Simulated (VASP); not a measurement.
Write the native input for VASP 6.6.1 that does the following.

| Quantity | Value |
| --- | --- |
| Task | single point |
| Functional | PBE |
| Potentials or basis | VASP PAW PBE potentials, release 64 (Tl_d, Ga_d, Se) |
| Cutoff | 520 eV |
| k mesh | 4 × 4 × 4 |
| Occupations | gaussian, width 0.1 eV |
| Spin | no spin polarisation |
| Dipole correction | no |
| Further INCAR settings | ALGO = Normal; EDIFF = 1e-07; NBANDS = 30 |

The structure of TlGaSe3 lies in POSCAR:

```
TlGaSe3
1.0
    4.9323355600      0.0000000000      0.0000000000
    0.0000000000      4.9323355600      0.0000000000
    0.0000000000      0.0000000000      4.9323355600
Tl Ga Se
1 1 3
Direct
    0.5000000000      0.5000000000      0.5000000000
    0.0000000000      0.0000000000      0.0000000000
    0.5000000000      0.0000000000      0.0000000000
    0.0000000000      0.5000000000      0.0000000000
    0.0000000000      0.0000000000      0.5000000000
```

One way to write it, as run:

INCAR

```
PREC     = Accurate       # precision mode
ENCUT    = 520            # plane-wave cutoff, eV
EDIFF    = 1E-7           # SCF threshold, eV
ISMEAR   = 0              # smearing method
SIGMA    = 0.1            # smearing width, eV
LREAL    = False          # projectors in reciprocal space
LASPH    = True           # aspherical terms in the spheres
NELM     = 100            # most SCF steps
ALGO     = Normal         # electronic algorithm
ISIF     = 2              # what is computed and relaxed
LWAVE    = False          # write WAVECAR
LCHARG   = False          # write CHGCAR
GGA      = PE             # functional
NBANDS   = 30             # bands
```

KPOINTS

```
regular mesh
0
Gamma
  4 4 4
```

Potentials or basis: VASP PAW PBE potentials, release 64 (Tl_d, Ga_d, Se).

The run is started by

```console
$ cat potpaw_PBE.64/Tl_d/POTCAR potpaw_PBE.64/Ga_d/POTCAR potpaw_PBE.64/Se/POTCAR > POTCAR
$ mpirun -np 1 vasp_std > vasp.out
```

Results of the run:

| Quantity | Value |
| --- | --- |
| Pressure | 5.7 GPa |
| Band gap on the k mesh | zero (bands 22 and 23 overlap by 1.36 eV) |

Caveat: the cell stands under pressure; spin-orbit coupling is left out, which moves the levels of the heavy elements.

Wall time 24 s on 1 thread of Intel(R) Xeon(R) 6975P-C (Granite Rapids), on a shared host, peak memory 0.25 GiB.
